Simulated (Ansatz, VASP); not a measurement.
**Two plane-wave programs on Na**

```
Na
1.0
     0.00000    2.66158    2.66158
     2.66158    0.00000    2.66158
     2.66158    2.66158    0.00000
Na
1
Cartesian
  0.0000 0.0000 0.0000
```

Alike in both runs: task relaxation of cell and atoms; functional LDA; k mesh 10 × 10 × 10; occupations fermi-dirac, width 0.1 eV; no spin polarisation.

```csv
,VASP,Ansatz
version,VASP 6.6.1,Ansatz 0.2.0
potentials or method,"VASP PAW LDA potentials, release 64 (Na_pv), cutoff 600 eV","plane waves (420 eV) with PAW, scalar-relativistic"
valence electrons in the cell,7,9
```

```tsv
	VASP	Ansatz	Ansatz less VASP
relaxed volume (Å³/atom)	33.32	33.49	+0.172
relaxed cell length with the largest relative difference (Å)	3.612	3.618	+0.0062
```

Ansatz warns that its potentials were made for another functional, while VASP's fit it. LDA's correlation is that of Perdew and Zunger in VASP and of Perdew and Wang (1992) in Ansatz. VASP's potentials hold 7 valence electrons a cell and Ansatz's 9, so a difference there can come from the potentials and not from the codes.
